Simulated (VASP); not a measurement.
# W in VASP: further runs

The runs below take W through single point, with PBEsol.

All numbers are computed with VASP 6.6.1; they aren't measurements. Logs are shortened: lines on timing, memory, paths and dates and some standing lists are left out, and cuts for length are marked.

**1. The cell of the first run**

Symmetry: Fm-3m, No. 225, cubic system. Conventional cell: a = 4.113 Å, b = 4.113 Å, c = 4.113 Å, α = 90.00°, β = 90.00°, γ = 90.00°. Within 3.8 Å of W (site symmetry m-3m) lie 12 W at 2.91 Å.

**2. Single point, PBEsol (volume scaled by 1.04)**

The input, INCAR:

```
SYSTEM = W
PREC     = Accurate       ! precision mode
ENCUT    = 520            ! plane-wave cutoff, eV
EDIFF    = 1E-7           ! SCF threshold, eV
ISMEAR   = -1             ! smearing method
SIGMA    = 0.05           ! smearing width, eV
LREAL    = .FALSE.        ! projectors in reciprocal space
LASPH    = .TRUE.         ! aspherical terms in the spheres
NELM     = 100            ! most SCF steps
ALGO     = Normal         ! electronic algorithm
ISIF     = 2              ! what is computed and relaxed
LWAVE    = .FALSE.        ! write WAVECAR
LCHARG   = .TRUE.         ! write CHGCAR
GGA      = PS             ! functional
LELF     = .TRUE.         ! ELF
LVHAR    = .TRUE.       
NBANDS   = 13             ! bands
```

The input, KPOINTS:

```
regular mesh
0
G
  11 11 11
  0 0 0
```

The input, POSCAR:

```
W
1.0
    0.0000000000      2.0567135898      2.0567135898
    2.0567135898      0.0000000000      2.0567135898
    2.0567135898      2.0567135898      0.0000000000
W
1
Direct
    0.0000000000      0.0000000000      0.0000000000
```

Potentials or basis: VASP PAW PBE potentials, release 64 (W_sv).

Run with:

```
$ cat potpaw_PBE.64/W_sv/POTCAR > POTCAR
$ mpirun -np 1 vasp_std > vasp.out
```

OUTCAR:

```text
SYSTEM = W
   PREC = Accurate
   ENCUT = 520
   EDIFF = 1E-7
   ISMEAR = -1
   LREAL = .FALSE.
   LASPH = .TRUE.
   NELM = 100
   ISIF = 2
   GGA = PS

 ion  position               nearest neighbor table
   1  0.000  0.000  0.000-

  LATTYP: Found a face centered cubic cell.
 ALAT       =     4.1134271796

  Lattice vectors:

 A1 = (   0.0000000000,   2.0567135898,   2.0567135898)
 A2 = (   2.0567135898,   0.0000000000,   2.0567135898)
 A3 = (   2.0567135898,   2.0567135898,   0.0000000000)

Analysis of symmetry for initial positions (statically):
=====================================================================
 Subroutine PRICEL returns:
 Original cell was already a primitive cell.

 Routine SETGRP: Setting up the symmetry group for a
 face centered cubic supercell.

 Subroutine GETGRP returns: Found 48 space group operations
 (whereof 48 operations were pure point group operations)
 out of a pool of 48 trial point group operations.

The static configuration has the point symmetry O_h .

Analysis of symmetry for dynamics (positions and initial velocities):
=====================================================================
 Subroutine PRICEL returns:
 Original cell was already a primitive cell.

 Routine SETGRP: Setting up the symmetry group for a
 face centered cubic supercell.

 Subroutine GETGRP returns: Found 48 space group operations
 (whereof 48 operations were pure point group operations)
 out of a pool of 48 trial point group operations.

The dynamic configuration has the point symmetry O_h .

 Subroutine INISYM returns: Found 48 space group operations
 (whereof 48 operations are pure point group operations),
 and found     1 'primitive' translations

----------------------------------------------------------------------------------------

                                     Primitive cell

  volume of cell :      17.4001

  direct lattice vectors                    reciprocal lattice vectors
     0.000000000  2.056713590  2.056713590    -0.243106285  0.243106285  0.243106285
     2.056713590  0.000000000  2.056713590     0.243106285 -0.243106285  0.243106285
     2.056713590  2.056713590  0.000000000     0.243106285  0.243106285 -0.243106285

  length of vectors
     2.908632253  2.908632253  2.908632253     0.421072437  0.421072437  0.421072437

  position of ions in fractional coordinates (direct lattice)
     0.000000000  0.000000000  0.000000000

  ion indices of the primitive-cell ions
   primitive index   ion index
                 1           1

----------------------------------------------------------------------------------------

 KPOINTS: regular mesh

Automatic generation of k-mesh.
 Grid dimensions read from file:
 generate k-points for:   11   11   11

 Generating k-lattice:

  Cartesian coordinates                     Fractional coordinates (reciprocal lattice)
    -0.022100571  0.022100571  0.022100571     0.090909091  0.000000000  0.000000000
     0.022100571 -0.022100571  0.022100571     0.000000000  0.090909091  0.000000000
     0.022100571  0.022100571 -0.022100571     0.000000000  0.000000000  0.090909091

  Length of vectors
     0.038279312  0.038279312  0.038279312

  Shift w.r.t. Gamma in fractional coordinates (k-lattice)
     0.000000000  0.000000000  0.000000000

 Subroutine IBZKPT returns following result:
 ===========================================

 Found     56 irreducible k-points:

 Following reciprocal coordinates:
            Coordinates               Weight
  0.000000  0.000000  0.000000      1.000000
  0.090909  0.000000  0.000000      8.000000
  0.181818  0.000000  0.000000      8.000000
  0.272727  0.000000  0.000000      8.000000
  0.363636  0.000000  0.000000      8.000000
  0.454545  0.000000  0.000000      8.000000
[... 16 lines left out ...]
 -0.272727  0.181818  0.000000     24.000000
 -0.181818  0.181818  0.000000     12.000000
 [... further k-points ...]
   k-points           NKPTS =     56   k-points in BZ     NKDIM =     56   number of bands    NBANDS=     13
   number of dos      NEDOS =    301   number of ions     NIONS =      1
   total plane-waves  NPLWV =  13824
   dimension x,y,z NGX =    24 NGY =   24 NGZ =   24
   dimension x,y,z NGXF=    48 NGYF=   48 NGZF=   48
   ions per type =               1
   NGX,Y,Z   is equivalent  to a cutoff of  13.72, 13.72, 13.72 a.u.
   NGXF,Y,Z  is equivalent  to a cutoff of  27.43, 27.43, 27.43 a.u.
 SYSTEM =  W
   PREC   = accura    normal or accurate (medium, high low for compatibility)
   ISTART =      0    job   : 0-new  1-cont  2-samecut
   ICHARG =      2    charge: 1-file 2-atom 10-const
   ISPIN  =      1    spin polarized calculation?
   LNONCOLLINEAR =      F non collinear calculations
   LSORBIT =      F    spin-orbit coupling
   LASPH  =      T    aspherical Exc in radial PAW
   ENCUT  =  520.0 eV  38.22 Ry    6.18 a.u.   5.41  5.41  5.41*2*pi/ulx,y,z
   NELM   =    100;   NELMIN=  2; NELMDL= -5     # of ELM steps
   EDIFF  = 0.1E-06   stopping-criterion for ELM
   LREAL  =      F    real-space projection
   EDIFFG = 0.1E-05   stopping-criterion for IOM
   NSW    =      0    number of steps for IOM
   IBRION =     -1    ionic relax: 0-MD 1-quasi-New 2-CG
   NFREE  =      0    steps in history (QN), initial steepest desc. (CG)
   ISIF   =      2    stress and relaxation
   ISYM   =      2    0-nonsym 1-usesym 2-fastsym
   POTIM  = 0.5000    time-step for ionic-motion
   TEBEG  =    0.0;   TEEND  =   0.0 temperature during run
   PSTRESS=    0.0 pullay stress
   NELECT =      14.0000    total number of electrons
   NUPDOWN=      -1.0000    fix difference up-down
   EMIN   =  10.00;   EMAX   =-10.00  energy-range for DOS
   EFERMI =   0.00;   METHOD = LEGACY
   ISMEAR =    -1;   SIGMA  =   0.05  broadening in eV -4-tet -1-fermi 0-gaus
   EFERMI_NEDOS =   21; number of points for ismear=-14 and -15
   IALGO  =     38    algorithm
   IMIX   =      4    mixing-type and parameters
     AMIX     =   0.40;   BMIX     =  1.00
     AMIX_MAG =   1.60;   BMIX_MAG =  1.00
  volume/ion in A,a.u.               =      17.40       117.42
  Fermi-wavevector in a.u.,A,eV,Ry     =   1.522651  2.877393 31.544644  2.318466
  Thomas-Fermi vector in A             =   2.631201
   LORBIT       =      0    0 simple, 1 ext, 2 COOP (PROOUT), +10 PAW based schemes
   GGA     = PS    functional components
   LHFCALC =     F    Hartree Fock is set to
   AEXX    =    0.0000 exact exchange contribution
   IVDW    =     0    specifies the selected vdW correction
   LEPSILON=     F    determine dielectric tensor
   LRPA    =     F    only Hartree local field effects (RPA)
 non-spin polarized calculation
  energy-cutoff  :      520.00
  volume of cell :       17.40
 maximum number of plane-waves:       495
 NGX is ok and might be reduce to    24
   NGX = 11   NGY = 11   NGZ = 11

 number of electron      13.9999999 magnetization

 Free energy of the ion-electron system (eV)
  ---------------------------------------------------
  ext. energy  EPLUGINS =         0.00000000
  ---------------------------------------------------
  free energy    TOTEN  =       -13.22404718 eV

  energy without entropy =      -13.21437919  energy(sigma->0) =      -13.21921319

 E-fermi :   9.5570     XC(G=0): -13.2317

 val. band max:        9.5231403736   @ k =  -0.2727   0.0909   0.0000
 cond. band min:       9.5771668379   @ k =   0.1818   0.0909   0.0000
 fundamental gap:      0.0540264643
 Fermi energy:         9.5569971343

 k-point     1 :       0.0000    0.0000    0.0000
  band No.  band energies     occupation
      1     -64.2075      2.00000
      2     -27.9001      2.00000
      3     -27.9001      2.00000
      4     -27.9001      2.00000
      5       0.8392      2.00000
      6       9.0435      1.99993
      7       9.0435      1.99993
      8       9.0435      1.99993
      9      11.9056      0.00000
     10      11.9056      0.00000
     11      22.2846      0.00000
     12      27.1775      0.00000
     13      27.1775      0.00000

 k-point     2 :       0.0909    0.0000    0.0000
  band No.  band energies     occupation
      1     -64.2011      2.00000
      2     -27.9792      2.00000
      3     -27.9105      2.00000
      4     -27.9105      2.00000
      5       1.1750      2.00000
      6       8.7980      2.00000
      7       9.1943      1.99859
      8       9.1943      1.99859
      9      11.7794      0.00000
     10      11.7794      0.00000
     11      22.9384      0.00000
     12      25.8691      0.00000
     13      27.8013      0.00000

 k-point     3 :       0.1818    0.0000    0.0000
  band No.  band energies     occupation
      1     -64.1838      2.00000
      2     -28.1874      2.00000
      3     -27.9380      2.00000
      4     -27.9380      2.00000
      5       2.0877      2.00000
      6       8.3032      2.00000
      7       9.4603      1.74738
      8       9.4603      1.74738
      9      11.6832      0.00000
     10      11.6832      0.00000
     11      23.5422      0.00000
     12      24.9352      0.00000
     13      29.5240      0.00000
[... 305 lines left out ...]
 k-point    23 :      -0.2727    0.1818    0.0000
  band No.  band energies     occupation
      1     -64.1342      2.00000
      2     -28.5817      2.00000
      3     -28.2062      2.00000
      4     -28.0064      2.00000
      5       4.9302      2.00000
      6       7.7152      2.00000
      7       8.3100      2.00000
      8      10.0161      0.00021
      9      11.6372      0.00000
     10      15.0014      0.00000
     11      21.7540      0.00000
     12      25.3091      0.00000
     13      26.3149      0.00000

 k-point    24 :      -0.1818    0.1818    0.0000
  band No.  band energies     occupation
      1     -64.1535      2.00000
      2     -28.4271      2.00000
      3     -28.1226      2.00000
      4     -27.9649      2.00000
      5       3.8484      2.00000
      6       7.6117      2.00000
      7       8.9651      1.99999
      8      10.4422      0.00000
      9      10.5107      0.00000
     10      13.7027      0.00000
     11      23.3165      0.00000
     12      26.8234      0.00000
     13      27.5190      0.00000

 [... further k-points ...]
[... 5 lines left out ...]
  --------------------------------------------------------------------------------------
  -------------------------------------------------------------------------------------
  Total       -2.3432899     -2.3432899     -2.3432899     -0.0000000     -0.0000000      0.0000000
  in kB     -215.7670636   -215.7670636   -215.7670636     -0.0000000     -0.0000000      0.0000000
  external PRESSURE =    -215.7670636 kB  Pullay stress =       0.0000000 kB

 VOLUME and BASIS-vectors are now :
 -----------------------------------------------------------------------------
  energy-cutoff  :      520.00
  volume of cell :       17.40
      direct lattice vectors                 reciprocal lattice vectors
     0.000000000  2.056713590  2.056713590    -0.243106285  0.243106285  0.243106285
     2.056713590  0.000000000  2.056713590     0.243106285 -0.243106285  0.243106285
     2.056713590  2.056713590  0.000000000     0.243106285  0.243106285 -0.243106285

 POSITION                                       TOTAL-FORCE (eV/Angst)
 -----------------------------------------------------------------------------------
      0.00000      0.00000      0.00000        -0.000000     -0.000000     -0.000000
 -----------------------------------------------------------------------------------
    total drift:                               -0.000000      0.000000     -0.000000

  FREE ENERGIE OF THE ION-ELECTRON SYSTEM (eV)
  ---------------------------------------------------
  free  energy   TOTEN  =       -13.2240471815 eV

  energy  without entropy=      -13.2143791905  energy(sigma->0) =      -13.21921319
```

Wall time 14 s (1 thread of Intel Xeon 8259CL, shared host); peak memory 0.14 GiB.

What came out:

- Free energy: -13.2240 eV
- Pressure: -21.6 GPa
- Band gap on the k mesh: zero (band 7 reaches 11.92 eV, above the bottom of band 8 at 9.04 eV)

Caveat: the PAW data sets were made with another functional, which shifts forces and pressure a little; spin-orbit coupling is left out, which moves the levels of the heavy elements.

**3. Single point, PBEsol (the cell strained at random)**

The input, INCAR:

```
SYSTEM = W
ALGO = Fast
EDIFF = 1E-6
ENCUT = 520
GGA = PS
ISIF = 2
ISMEAR = -1
LASPH = .TRUE.
LCHARG = .FALSE.
LREAL = .FALSE.
LWAVE = .FALSE.
NBANDS = 13
NELM = 100
PREC = Accurate
SIGMA = 0.05
```

The input, KPOINTS:

```
k-points
0
G
  11 11 11
  0 0 0
```

The input, POSCAR:

```
W
1.0
    0.0119230000      2.0082280000      2.0318620000
    2.0297100000      0.0110640000      2.0327210000
    2.0541460000      2.0335240000     -0.0133730000
W
1
Direct
   -0.0067530000     -0.0087400000      0.0141000000
```

Potentials or basis: VASP PAW PBE potentials, release 64 (W_sv).

Run with:

```
$ cat potpaw_PBE.64/W_sv/POTCAR > POTCAR
$ mpirun -np 1 vasp_std > vasp.out
```

It took 2.5 min on 1 thread of Intel Xeon 8259CL, shared host; peak memory 0.25 GiB.

Results (log left out):

```
Free energy            : -13.2994 eV
Pressure               : -12.3 GPa
Band gap on the k mesh : zero (band 7 reaches 12.77 eV, above the bottom of band 8 at 9.58 eV)
```

Stress tensor (GPa, compression positive):
```
-11.64   2.43  -0.73
  2.43 -14.02  -1.03
 -0.73  -1.03 -11.11
```

Levels at points of the mesh, in eV from the Fermi level:
| k point | band 4 | band 5 | band 6 | band 7 | band 8 | band 9 | band 10 | band 11 |
| --- | --- | --- | --- | --- | --- | --- | --- | --- |
| (0.00, 0.00, 0.00) | -37.31 | -8.92 | -0.74 | -0.57 | -0.35 | 2.38 | 2.59 | 12.79 |

Caveat: the cell differs from its parent crystal (the cell strained at random); the PAW data sets were made with another functional, which shifts forces and pressure a little; spin-orbit coupling is left out, which moves the levels of the heavy elements.
